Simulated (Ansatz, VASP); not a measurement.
# One calculation of HgPt3, two programs

```xyz
4
Lattice="3.9727 0.0000 0.0000 0.0000 4.2706 0.0000 0.0000 0.0000 3.9727" Properties=species:S:1:pos:R:3 pbc="T T T"
Hg    0.0000    0.0000    0.0000
Pt    0.0000    2.1353    1.9863
Pt    1.9863    2.1353    0.0000
Pt    1.9863    0.0000    1.9863
```

Change from the starting cell: strain +0.0750 x Voigt [0, 1, 0, 0, 0, 0], atoms carried along.

Alike in both runs: task single point; functional LDA; k mesh 12 × 12 × 12; occupations gaussian, width 0.15 eV; no spin polarisation.

```csv
,VASP,Ansatz
version,VASP 6.6.1,Ansatz 0.2.0
potentials or method,"VASP PAW LDA potentials, release 64 (Hg, Pt), cutoff 520 eV","scalar-relativistic, plane waves, PAW"
valence electrons in the cell,42,74
```

|  | VASP | Ansatz | Ansatz less VASP |
| --- | --- | --- | --- |
| gap on the k mesh at the Fermi level (eV) | none | none | - |
| pressure (GPa) | -12.9 | -14.2 | -1.32 |
| traceless stress, the component that is largest in VASP (GPa) | -2.54 | -2.46 | +0.083 |

LDA's correlation is that of Perdew and Zunger in VASP and of Perdew and Wang (1992) in Ansatz. A gap of «none» marks a metal or a gap that the smearing closes. VASP's potentials hold 42 valence electrons a cell and Ansatz's 74, so a difference there can come from the potentials and not from the codes.

Spin-orbit coupling is off throughout.
